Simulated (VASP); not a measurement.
A run of VASP 6.6.1:

The input INCAR:

```
PREC = Accurate ; ENCUT = 520
EDIFF = 1E-6 ; ISMEAR = -1
SIGMA = 0.05 ; LREAL = F
LASPH = T ; NELM = 60
ALGO = Normal ; ISIF = 2
LWAVE = F ; LCHARG = T
GGA = PE ; LELF = T
LVHAR = T ; NBANDS = 18
```

Contents of KPOINTS:

```
Automatic mesh
0
Gamma
  18 18 10
```

Contents of POSCAR:

```
Ag
1.0
    2.9300000000      0.0000000000      0.0000000000
   -1.4650000000      2.5374544331      0.0000000000
    0.0000000000      0.0000000000      4.6463000000
Ag
2
Direct
    0.3333333333      0.6666666667      0.2500000000
    0.6666666667      0.3333333333      0.7500000000
```

Potentials or basis: VASP PAW PBE potentials, release 64 (Ag).

Launch:

```bash
$ cat potpaw_PBE.64/Ag/POTCAR > POTCAR
$ mpirun -np 1 vasp_std > vasp.out
```

Hardware: 1 thread of Intel Xeon 8259CL (shared host).

Question: How long does it take, and how much memory?

Answer: Run time: 2.3 min on 1 thread of Intel Xeon 8259CL (shared host), peak memory 0.24 GiB. Counts: scf iterations 11, k points 222.
